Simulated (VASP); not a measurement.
# Mo (Fd-3m) in VASP: a series of runs, part 2 of 2

VASP 6.6.1. Earlier steps stand in the parts before.

## 6. Relaxation of cell and atoms, revPBE

This run uses another cell than the first one, of 21.04 Å³/atom, 0.901 times its volume.

Input file INCAR:

```
SYSTEM = Mo
ALGO     = Normal         ! electronic algorithm
EDIFF    = 1E-7           ! SCF threshold, eV
EDIFFG   = -0.01          ! ionic threshold
ENCUT    = 600            ! plane-wave cutoff, eV
GGA      = RE             ! functional
IBRION   = 2              ! ionic algorithm
ISIF     = 3              ! what is computed and relaxed
ISMEAR   = -1             ! smearing method
LASPH    = .TRUE.         ! aspherical terms in the spheres
LCHARG   = .FALSE.        ! write CHGCAR
LREAL    = .FALSE.        ! projectors in reciprocal space
LWAVE    = .FALSE.        ! write WAVECAR
NELM     = 80             ! most SCF steps
NSW      = 80             ! ionic steps
PREC     = Accurate       ! precision mode
SIGMA    = 0.1            ! smearing width, eV
```

Input file KPOINTS:

```
k-points
0
G
  10 10 10
  0 0 0
```

Input file POSCAR:

```
Mo
1.0
    0.0000000000      2.7608283082      2.7608283082
    2.7608283082      0.0000000000      2.7608283082
    2.7608283082      2.7608283082      0.0000000000
Mo
2
Direct
    0.1250000000      0.1250000000      0.1250000000
    0.8750000000      0.8750000000      0.8750000000
```

Potentials or basis: VASP PAW PBE potentials, release 64 (Mo_sv).

On the command line:

```
$ cat potpaw_PBE.64/Mo_sv/POTCAR > POTCAR
$ mpirun -np 1 vasp_std > vasp.out
```

OUTCAR:

```text
SYSTEM = Mo
   EDIFF = 1E-7
   EDIFFG = -0.01
   ENCUT = 600
   GGA = RE
   IBRION = 2
   ISIF = 3
   ISMEAR = -1
   LASPH = .TRUE.
   LREAL = .FALSE.
   NELM = 80
   NSW = 80
   PREC = Accurate

 ion  position               nearest neighbor table
   1  0.125  0.125  0.125-   2 2.39   2 2.39   2 2.39   2 2.39
   2  0.875  0.875  0.875-   1 2.39   1 2.39   1 2.39   1 2.39

  LATTYP: Found a face centered cubic cell.
 ALAT       =     5.5216566164

  Lattice vectors:

 A1 = (   0.0000000000,   2.7608283082,   2.7608283082)
 A2 = (   2.7608283082,   0.0000000000,   2.7608283082)
 A3 = (   2.7608283082,   2.7608283082,   0.0000000000)

Analysis of symmetry for initial positions (statically):
=====================================================================
 Subroutine PRICEL returns:
 Original cell was already a primitive cell.

 Routine SETGRP: Setting up the symmetry group for a
 face centered cubic supercell.

 Subroutine GETGRP returns: Found 48 space group operations
 (whereof 12 operations were pure point group operations)
 out of a pool of 48 trial point group operations.

The static configuration has the point symmetry D_3d.
 The point group associated with its full space group is O_h .

Analysis of symmetry for dynamics (positions and initial velocities):
=====================================================================
 Subroutine PRICEL returns:
 Original cell was already a primitive cell.

 Routine SETGRP: Setting up the symmetry group for a
 face centered cubic supercell.

 Subroutine GETGRP returns: Found 48 space group operations
 (whereof 12 operations were pure point group operations)
 out of a pool of 48 trial point group operations.

The dynamic configuration has the point symmetry D_3d.
 The point group associated with its full space group is O_h .

 Subroutine INISYM returns: Found 48 space group operations
 (whereof 12 operations are pure point group operations),
 and found     1 'primitive' translations

[... 116 lines left out ...]
  Fermi-wavevector in a.u.,A,eV,Ry     =   1.429151  2.700704 27.789526  2.042473
  Thomas-Fermi vector in A             =   2.549136
   LORBIT       =      0    0 simple, 1 ext, 2 COOP (PROOUT), +10 PAW based schemes
   GGA     = RE    functional components
   LHFCALC =     F    Hartree Fock is set to
   AEXX    =    0.0000 exact exchange contribution
   IVDW    =     0    specifies the selected vdW correction
   LEPSILON=     F    determine dielectric tensor
   LRPA    =     F    only Hartree local field effects (RPA)
 conjugate gradient relaxation of ions
 non-spin polarized calculation
  energy-cutoff  :      600.00
  volume of cell :       42.09
 maximum number of plane-waves:      1422
   NGX = 15   NGY = 15   NGZ = 15

--------------------------------------- Ionic step        1  -------------------------------------------

 number of electron      27.9999997 magnetization

 Free energy of the ion-electron system (eV)
  ---------------------------------------------------
  ext. energy  EPLUGINS =         0.00000000
  ---------------------------------------------------
  free energy    TOTEN  =       -16.44974945 eV

  energy without entropy =      -16.37047197  energy(sigma->0) =      -16.41011071

------------------------ aborting loop because EDIFF is reached ----------------------------------------

  FORCE on cell =-STRESS in cart. coord.  units (eV):
  Direction    XX          YY          ZZ          XY          YZ          ZX
  --------------------------------------------------------------------------------------
  -------------------------------------------------------------------------------------
  Total        3.5885103      3.5885103      3.5885103     -0.0000000     -0.0000000      0.0000000
  in kB      136.6081433    136.6081433    136.6081433     -0.0000000     -0.0000000      0.0000000
  external PRESSURE =     136.6081433 kB  Pullay stress =       0.0000000 kB
[... 95 lines left out ...]
--------------------------------------- Ionic step        4  -------------------------------------------

 number of electron      28.0000001 magnetization

 Free energy of the ion-electron system (eV)
  ---------------------------------------------------
  ext. energy  EPLUGINS =         0.00000000
  ---------------------------------------------------
  free energy    TOTEN  =       -16.63530271 eV

  energy without entropy =      -16.54047296  energy(sigma->0) =      -16.58788783

 E-fermi :   6.7177     XC(G=0): -10.6924

 val. band max:        6.7161763389   @ k =  -0.2000   0.3000   0.1000
 cond. band min:       6.7321546358   @ k =   0.3000   0.2000   0.1000
 fundamental gap:      0.0159782969
 Fermi energy:         6.7176594548

 k-point     1 :       0.0000    0.0000    0.0000
  band No.  band energies     occupation
      1     -53.7091      2.00000
      2     -53.0723      2.00000
      3     -28.0984      2.00000
      4     -28.0984      2.00000
      5     -28.0984      2.00000
      6     -27.0461      2.00000
[... 481 lines left out ...]
      5     -27.8202      2.00000
      6     -27.3338      2.00000
[... 10 lines left out ...]
     17       9.1724      0.00000
     18       9.5360      0.00000

 [... further k-points ...]
[... 5 lines left out ...]
  --------------------------------------------------------------------------------------
  -------------------------------------------------------------------------------------
  Total       -0.0126744     -0.0126744     -0.0126744      0.0000000     -0.0000000     -0.0000000
  in kB       -0.4330989     -0.4330989     -0.4330989      0.0000000     -0.0000000     -0.0000000
  external PRESSURE =      -0.4330989 kB  Pullay stress =       0.0000000 kB
[... 17 lines left out ...]
  FREE ENERGIE OF THE ION-ELECTRON SYSTEM (eV)
  ---------------------------------------------------
  free  energy   TOTEN  =       -16.6353027103 eV

  energy  without entropy=      -16.5404729559  energy(sigma->0) =      -16.58788783

 reached required accuracy - stopping structural energy minimisation
```

OSZICAR:

```text
N       E                     dE             d eps       ncg     rms          rms(c)
DAV:   1     0.329821569872E+03    0.32982E+03   -0.19469E+04  1692   0.174E+03
DAV:   2    -0.730526286432E+01   -0.33713E+03   -0.33270E+03  1918   0.497E+02
DAV:   3    -0.165086235678E+02   -0.92034E+01   -0.88160E+01  2192   0.760E+01
[... 39 lines left out ...]
DAV:   3    -0.166352624194E+02    0.10306E-03   -0.93118E-04  2086   0.255E-01    0.792E-02
DAV:   4    -0.166353023235E+02   -0.39904E-04   -0.75358E-05  2112   0.491E-02    0.724E-03
DAV:   5    -0.166353024110E+02   -0.87563E-07   -0.37049E-06  1870   0.160E-02    0.409E-03
DAV:   6    -0.166353026201E+02   -0.20906E-06   -0.22025E-06  1952   0.945E-03    0.123E-03
DAV:   7    -0.166353027103E+02   -0.90184E-07   -0.79649E-08  1022   0.219E-03
   4 F= -.16635303E+02 E0= -.16587888E+02  d E =-.185553E+00
```

Wall time 56 s (1 thread of Intel Xeon 6975P-C (Granite Rapids), shared host); peak memory 0.2 GiB.

Results:

* Free energy: -16.6353 eV
* Relaxed volume: 23.44 Å³/atom
* Relaxed cell: a = 4.048 Å, b = 4.048 Å, c = 4.048 Å, α = 60.00°, β = 60.00°, γ = 60.00°
* Space group after relaxing (to 0.05 Å): Fd-3m (No. 227)
* Energy gained by relaxing: 92.8 meV/atom
* Ionic steps: 4
* Pressure after relaxing: 0.0 GPa
* Band gap on the k mesh: zero (band 14 reaches 6.95 eV, above the bottom of band 15 at 6.55 eV)

Step by step:
| step | energy change (eV) | largest force (eV/Å) | pressure (GPa) | volume (Å³) |
| --- | --- | --- | --- | --- |
| 1 | 0.0000 | 0.0000 | 13.66 | 42.09 |
| 2 | 0.0842 | 0.0000 | -10.78 | 53.99 |
| 3 | -0.1854 | 0.0000 | -0.34 | 47.02 |
| 4 | -0.1856 | 0.0000 | -0.04 | 46.89 |

Final structure:
```cif
data_structure
_symmetry_space_group_name_H-M 'P 1'
_symmetry_Int_Tables_number 1
_cell_length_a 4.0475
_cell_length_b 4.0475
_cell_length_c 4.0475
_cell_angle_alpha 60.000
_cell_angle_beta 60.000
_cell_angle_gamma 60.000
_cell_volume 46.89
loop_
_atom_site_label
_atom_site_type_symbol
_atom_site_fract_x
_atom_site_fract_y
_atom_site_fract_z
_atom_site_occupancy
Mo1 Mo 0.12500 0.12500 0.12500 1
Mo2 Mo 0.87500 0.87500 0.87500 1
```

Caveat: the PAW data sets were made with another functional, which shifts forces and pressure a little.

## 7. Single point, revPBE

Input file INCAR:

```
SYSTEM = Mo
  PREC = Accurate
  ENCUT = 520
  EDIFF = 1E-6
  ISMEAR = -1
  SIGMA = 0.1
  LREAL = .FALSE.
  LASPH = .TRUE.
  NELM = 60
  ALGO = Normal
  ISIF = 2
  LWAVE = .FALSE.
  LCHARG = .FALSE.
  GGA = RE
  NBANDS = 21
```

Input file KPOINTS:

```
regular mesh
0
G
  16 16 16
  0 0 0
```

Input file POSCAR:

```
Mo
1.0
    0.0000000000      2.8588492987      2.8588492987
    2.8588492987      0.0000000000      2.8588492987
    2.8588492987      2.8588492987      0.0000000000
Mo
2
Direct
    0.1250000000      0.1250000000      0.1250000000
    0.8750000000      0.8750000000      0.8750000000
```

On the command line:

```
$ cat potpaw_PBE.64/Mo_sv/POTCAR > POTCAR
$ mpirun -np 1 vasp_std > vasp.out
```

Run time: 54 s. Hardware: 1 thread of Intel Xeon 6975P-C (Granite Rapids), shared host; peak memory 0.24 GiB.

The run converged. Its results:

```yaml
Free_energy: -16.6391 eV
Pressure: 0.3 GPa
Band_gap_on_the_k_mesh: zero (band 14 reaches 7.04 eV, above the bottom of band 15 at 6.49 eV)
```

Levels at points of the mesh, in eV from the Fermi level:
```csv
k point,band 11,band 12,band 13,band 14,band 15,band 16,band 17,band 18
"(0.00, 0.00, 0.00)",-2.12,-1.30,-1.30,-1.30,1.31,1.31,1.31,4.28
"(0.50, 0.00, 0.00)",-1.88,-1.88,-1.54,-1.54,0.34,2.25,2.25,3.59
"(0.50, 0.50, 0.00)",-1.49,-1.49,-0.04,-0.04,0.60,0.60,3.90,3.90
```

Caveat: the PAW data sets were made with another functional, which shifts forces and pressure a little.

## 8. Summary

| task | cell | k mesh | cutoff (eV) | gap on the mesh (eV) | pressure (GPa) |
| --- | --- | --- | --- | --- | --- |
| single point | a = 4.043 Å, angles 60.0°, 2 atoms | 11 × 11 × 11 | 520 | none | 0.4 |
| single point | a = 4.096 Å, angles 60.0°, 2 atoms | 11 × 11 × 11 | 520 | none | -3.4 |
| single point | a = 4.148 Å, angles 60.0°, 2 atoms | 11 × 11 × 11 | 520 | none | -6.5 |
| single point | a = 4.199 Å, angles 60.0°, 2 atoms | 11 × 11 × 11 | 520 | none | -9.0 |
| relaxation of cell and atoms | relaxed from a = 3.904 Å, angles 60.0°, 2 atoms | 10 × 10 × 10 | 600 | none | 0.0 |
| single point | a = 4.043 Å, angles 60.0°, 2 atoms | 16 × 16 × 16 | 520 | none | 0.3 |

Alike in all rows: level revPBE; potentials or basis VASP PAW PBE potentials, release 64 (Mo_sv); no spin polarisation; smearing fermi-dirac 0.1 eV.

Caveats: the PAW data sets were made with another functional, which shifts forces and pressure a little.

Absolute energies hang on the potentials; compare differences alone.
